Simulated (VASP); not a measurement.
# YN: single point with PBEsol

YN:

```
Y N
1.0
     0.00000    2.43850    2.43850
     2.43850    0.00000    2.43850
     2.43850    2.43850    0.00000
Y N
1 1
Direct
  0.00000 0.00000 0.00000
  0.50000 0.50000 0.50000
```

```
Program             : VASP 6.6.1
Task                : single point
Functional          : PBEsol
Potentials or basis : VASP PAW PBE potentials, release 64 (Y_sv, N)
Cutoff              : 600 eV
k mesh              : 9 × 9 × 9
Occupations         : fermi-dirac, width 0.03 eV
Spin                : no spin polarisation
```

The pressure is -2.3 GPa and the band gap on the k mesh is 0.15 eV, indirect (least direct gap 0.56 eV).

Levels at points of the mesh, in eV from the valence-band top:
```tsv
k point	band 6	band 7	band 8	band 9	band 10	band 11
(0.00, 0.00, 0.00)	0.00	0.00	0.00	3.10	3.10	3.10
```

Run time: 18 s on 1 thread of Intel(R) Xeon(R) Platinum 8259CL CPU @ 2.50GHz (Skylake/Cascade Lake) (shared host), peak memory 0.18 GiB.

Caveat: the PAW data sets were made with another functional, which shifts forces and pressure a little. A k mesh can miss the band edges.
